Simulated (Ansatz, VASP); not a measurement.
**BeI: VASP beside Ansatz**

INCAR

```
SYSTEM = BeI
ALGO = Normal
EDIFF = 1E-6
EDIFFG = -0.04
ENCUT = 600
GGA = PE
IBRION = 2
ISIF = 3
ISMEAR = 0
LASPH = .True.
LCHARG = .False.
LREAL = .False.
LWAVE = .False.
NELM = 60
NSW = 90
PREC = Accurate
SIGMA = 0.1
```

The input KPOINTS:

```
k-points
0
Gamma
  6 6 6
  0 0 0
```

The input POSCAR:

```
BeI
1.0
    2.4440369700      1.4110654000      4.0267699600
   -2.4440369700      1.4110654000      4.0267699600
    0.0000000000     -2.8221308000      4.0267699600
Be I
1 1
Direct
    0.5000000000      0.5000000000      0.5000000000
    0.0000000000      0.0000000000      0.0000000000
```

Input for Ansatz:

```yaml
crystal:
  lattice:
    - [2.44403697, 1.4110654, 4.02676996]
    - [-2.44403697, 1.4110654, 4.02676996]
    - [0.0, -2.8221308, 4.02676996]
  atoms:
    - { symbol: Be, position: [0.5, 0.5, 0.5] }
    - { symbol: I, position: [0.0, 0.0, 0.0] }
basis:
  ecutwfc: 420
kpoints:
  mp_grid: { grid: [6, 6, 6] }
hamiltonian:
  xc: pbe
scf:
  occupations: { method: gaussian, width: 0.1 }
  lower_state_search: "off"
output:
  forces: true
  stress: true
  eigenvalues: true
relax:
  adjacent_minimum: "off"
  f_tol: 0.04
  max_steps: 70
  cell: { stress_tol: 0.4 }
```

Alike in both runs: task relaxation of cell and atoms; functional PBE; k mesh 6 × 6 × 6; occupations gaussian, width 0.1 eV; no spin polarisation.

|  | VASP | Ansatz |
| --- | --- | --- |
| version | VASP 6.6.1 | Ansatz 0.2.0 |
| potentials or method | VASP PAW PBE potentials, release 64 (Be, I), cutoff 600 eV | scalar-relativistic, plane waves, PAW |
| valence electrons in the cell | 9 | 19 |

```tsv
	VASP	Ansatz	Ansatz less VASP
gap on the k mesh at the Fermi level, each at its own relaxed structure (eV)	none	none	-
relaxed volume (Å³/atom)	21.75	21.48	-0.266
relaxed cell length with the largest relative difference (Å)	3.952	3.937	-0.0145
```

A gap of «none» marks a metal or a gap that the smearing closes. VASP's potentials hold 9 valence electrons a cell and Ansatz's 19, so a difference there can come from the potentials and not from the codes.

Neither program's run includes spin-orbit coupling. Noted on VASP's run: the volume moved by over 15 % at a fixed basis, so the end points are rough.
